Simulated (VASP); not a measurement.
Wanted: the native input for a VASP 6.6.1 run.

| Item | Value |
| --- | --- |
| Task | single point |
| Functional | PBE |
| Potentials or basis | VASP PAW PBE potentials, release 64 (B, P) |
| Cutoff | 500 eV |
| k mesh | 10 × 10 × 10 |
| Occupations | gaussian, width 0.02 eV |
| Spin | no spin polarisation |
| Dipole correction | no |
| Further INCAR settings | ALGO = Normal; EDIFF = 1e-06; NBANDS = 11 |

The structure of BP (pbe) lies in POSCAR:

```
BP
1.0
    0.0000000000      2.3404263186      2.3404263186
    2.3404263186      0.0000000000      2.3404263186
    2.3404263186      2.3404263186      0.0000000000
B P
1 1
Direct
    0.0000000000      0.0000000000      0.0000000000
    0.2500000000      0.2500000000      0.2500000000
```

This cell differs from its parent crystal: volume scaled by 1.09.

The input as run:

INCAR

```
SYSTEM = BP
ALGO     = Normal         ! electronic algorithm
EDIFF    = 1E-6           ! SCF threshold, eV
ENCUT    = 500            ! plane-wave cutoff, eV
GGA      = PE             ! functional
GGA_COMPAT= .FALSE.      
ISIF     = 2              ! what is computed and relaxed
ISMEAR   = 0              ! smearing method
LASPH    = .TRUE.         ! aspherical terms in the spheres
LCHARG   = .TRUE.         ! write CHGCAR
LELF     = .TRUE.         ! ELF
LREAL    = .FALSE.        ! projectors in reciprocal space
LVHAR    = .TRUE.       
LWAVE    = .FALSE.        ! write WAVECAR
NBANDS   = 11             ! bands
NELM     = 120            ! most SCF steps
PREC     = Accurate       ! precision mode
SIGMA    = 0.02           ! smearing width, eV
```

KPOINTS

```
k-points
0
G
  10 10 10
  0 0 0
```

Potentials or basis: VASP PAW PBE potentials, release 64 (B, P).

The run is started by

```sh
$ cat potpaw_PBE.64/B/POTCAR potpaw_PBE.64/P/POTCAR > POTCAR
$ mpirun -np 1 vasp_std > vasp.out
```

Results of the run:

| Property | Result |
| --- | --- |
| Pressure | -12.0 GPa |
| Band gap on the k mesh | 1.36 eV, indirect (least direct gap 3.28 eV) |

Wall time 15 s on 1 thread of AMD EPYC 7R43 64-Core Processor (Zen 3) (shared host), peak memory 0.1 GiB.
